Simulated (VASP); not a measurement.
Wanted: the native input for a VASP 6.6.1 run.

```yaml
Task: single point
Functional: PBE
Potentials_or_basis: VASP PAW PBE potentials, release 64 (Si, C, H)
Cutoff: 520 eV
k_mesh: 9 × 6 × 1
Occupations: gaussian, width 0.05 eV
Spin: collinear spin
Starting_moments: "[0.0, 0.0, 0.0, 0.0, 0.0, 0.0, 0.0, 0.0, 1.0] μB"
Dipole_correction: yes
Further_INCAR_settings: ALGO = Normal; EDIFF = 1e-06; NBANDS = 30; NELMDL = -8
```

The structure of Si4HC4 lies in POSCAR:

```
Si4HC4
1.0
    3.0967389835      0.0000000000      0.0000000000
    0.0000000000      4.3794502696      0.0000000000
    0.0000000000      0.0000000000     20.1332068295
Si C H
4 4 1
Direct
    0.5000000000      0.5000000000      0.1986767450
    0.0000000000      0.0000000000      0.2755829977
    0.5000000000      0.4971400051      0.3554907352
    0.0000000000      0.9498903695      0.4168952500
    0.0000000000      0.2500000000      0.1986767450
    0.5000000000      0.7500000000      0.2755829977
    0.0000000000      0.2559423864      0.3541649037
    0.5000000000      0.7547379437      0.4288043580
    0.8333333333      1.2547379437      0.4655522985
```

These files were run (other wordings do the same):

INCAR

```
PREC = Accurate
ENCUT = 520
EDIFF = 1E-6
ISMEAR = 0
SIGMA = 0.05
LREAL = F
LASPH = T
NELM = 200
ALGO = Normal
ISIF = 2
LWAVE = F
LCHARG = T
ISPIN = 2
MAGMOM = 0 0 0 0 0 0 0 0 1
LORBIT = 11
LDIPOL = T
IDIPOL = 3
DIPOL = 0.5 0.5 0.330
GGA = PE
LELF = T
LVHAR = T
LVACPOTAV = T
NBANDS = 30
GGA_COMPAT = F
NELMDL = -8
```

KPOINTS

```
regular mesh
0
Gamma
  9 6 1
```

Potentials or basis: VASP PAW PBE potentials, release 64 (Si, C, H).

The run is started by

```bash
$ cat potpaw_PBE.64/Si/POTCAR potpaw_PBE.64/C/POTCAR potpaw_PBE.64/H/POTCAR > POTCAR
$ mpirun -np 1 vasp_std > vasp.out
```

Results of the run:

```
Largest force                                         : 4.067 eV/Å
Net moment                                            : 0.71 μB per cell
Site moments                                          : Si +0.00, +0.01 (each value once); C +0.08, +0.01, +0.06, +0.13; H +0.07 μB
Valence electrons inside the program's atomic spheres : Si 1.60, 1.64, 1.67, 1.72; C 2.38, 2.49, 2.54 (each value once); H 0.48
```

Caveat: a moment this small can come from the mesh or the smearing.

Run time: 26 min on 1 thread of Oxide Virtual Turin-like Processor, with other jobs on the host, peak memory 0.62 GiB.
